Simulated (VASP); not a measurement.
A run of VASP 6.6.1:

INCAR

```
SYSTEM = RuRh
PREC = Accurate
ENCUT = 500
EDIFF = 1E-6
ISMEAR = 0
SIGMA = 0.1
LREAL = .FALSE.
LASPH = .TRUE.
NELM = 120
ALGO = Normal
ISIF = 2
LWAVE = .FALSE.
LCHARG = .FALSE.
GGA = CA
NBANDS = 22
GGA_COMPAT = .FALSE.
```

File KPOINTS:

```
regular mesh
0
G
  9 9 5
  0 0 0
```

The input POSCAR:

```
RuRh
1.0
    2.7094200000      0.0000000000      0.0000000000
   -1.3547100000      2.3464200000      0.0000000000
    0.0000000000      0.0000000000      4.2983700000
Ru Rh
1 1
Direct
    0.0000000000      0.0000000000      0.5000000000
    0.6666666667      0.3333333333      0.0000000000
```

Potentials or basis: VASP PAW LDA potentials, release 64 (Ru_pv, Rh_pv).

Command:

```console
$ cat potpaw_LDA.64/Ru_pv/POTCAR potpaw_LDA.64/Rh_pv/POTCAR > POTCAR
$ mpirun -np 1 vasp_std > vasp.out
```

Hardware: 1 thread of Intel Xeon 8259CL (shared host).

**Question.** Estimate the wall time of this run.

**Answer.** It took 15 s on 1 thread of Intel Xeon 8259CL, on a shared host, peak memory 0.14 GiB. Counts: scf iterations 12, k points 36.
